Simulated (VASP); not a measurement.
A run of VASP 6.6.1:

Contents of INCAR:

```
SYSTEM = KBr
ALGO = Normal
EDIFF = 1E-6
ENCUT = 520
GGA = CA
ISIF = 2
ISMEAR = 0
LASPH = .True.
LCHARG = .False.
LREAL = .False.
LWAVE = .False.
NBANDS = 15
NELM = 80
PREC = Accurate
SIGMA = 0.05
```

The input KPOINTS:

```
k-points
0
Gamma
  6 6 6
  0 0 0
```

The input POSCAR:

```
KBr
1.0
    0.0000000000      3.2925000000      3.1937250000
    3.2925000000      0.0000000000      3.1937250000
    3.2925000000      3.2925000000      0.0000000000
K Br
1 1
Direct
    0.0000000000      0.0000000000      0.0000000000
    0.5000000000      0.5000000000      0.5000000000
```

Potentials or basis: VASP PAW LDA potentials, release 64 (K_sv, Br).

Run with:

```bash
$ cat potpaw_LDA.64/K_sv/POTCAR potpaw_LDA.64/Br/POTCAR > POTCAR
$ mpirun -np 1 vasp_std > vasp.out
```

Hardware: 1 thread of AMD EPYC 7R43 64-Core Processor (Zen 3) (shared host).

Problem. Estimate the wall time of this run.

Solution. It took 42 s on 1 thread of AMD EPYC 7R43 64-Core Processor (Zen 3) (shared host), peak memory 0.15 GiB. Counts: scf iterations 11, k points 30.
